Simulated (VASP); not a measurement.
Here is a VASP 6.6.1 calculation.

INCAR

```
SYSTEM = Hf3Si2
PREC = Accurate
ENCUT = 520
EDIFF = 1E-7
ISMEAR = 0
SIGMA = 0.15
LREAL = .False.
LASPH = .True.
NELM = 80
ALGO = Fast
ISIF = 2
LWAVE = .False.
LCHARG = .True.
GGA = PS
LELF = .True.
LVHAR = .True.
NBANDS = 49
```

Contents of KPOINTS:

```
regular mesh
0
Gamma
  6 6 12
  0 0 0
```

File POSCAR:

```
Hf3Si2
1.0
    6.8369317689      0.0000000000      0.0000000000
    0.0000000000      6.8369317689      0.0000000000
    0.0000000000      0.0000000000      3.6070281186
Hf Si
6 4
Direct
    0.6738642686      0.8261357314      0.5000000000
    0.8261357314      0.3261357314      0.5000000000
    0.3261357314      0.1738642686      0.5000000000
    0.1738642686      0.6738642686      0.5000000000
    0.5000000000      0.5000000000      0.0000000000
    0.0000000000      0.0000000000      0.0000000000
    0.6238117757      0.1238117757      0.0000000000
    0.8761882243      0.6238117757      0.0000000000
    0.1238117757      0.3761882243      0.0000000000
    0.3761882243      0.8761882243      0.0000000000
```

Potentials or basis: VASP PAW PBE potentials, release 64 (Hf_pv, Si).

Run with:

```sh
$ cat potpaw_PBE.64/Hf_pv/POTCAR potpaw_PBE.64/Si/POTCAR > POTCAR
$ mpirun -np 1 vasp_std > vasp.out
```

(1) Predict the largest force.

(2) Predict the pressure.

## Answers

(1) 0.030 eV/Å.

(2) 7.2 GPa.

Caveat: the cell differs from its parent crystal (strain -0.0200 x Voigt [1, 1, 0, 0, 0, 0]); the cell stands under pressure; the PAW data sets were made with another functional, which shifts forces and pressure a little.
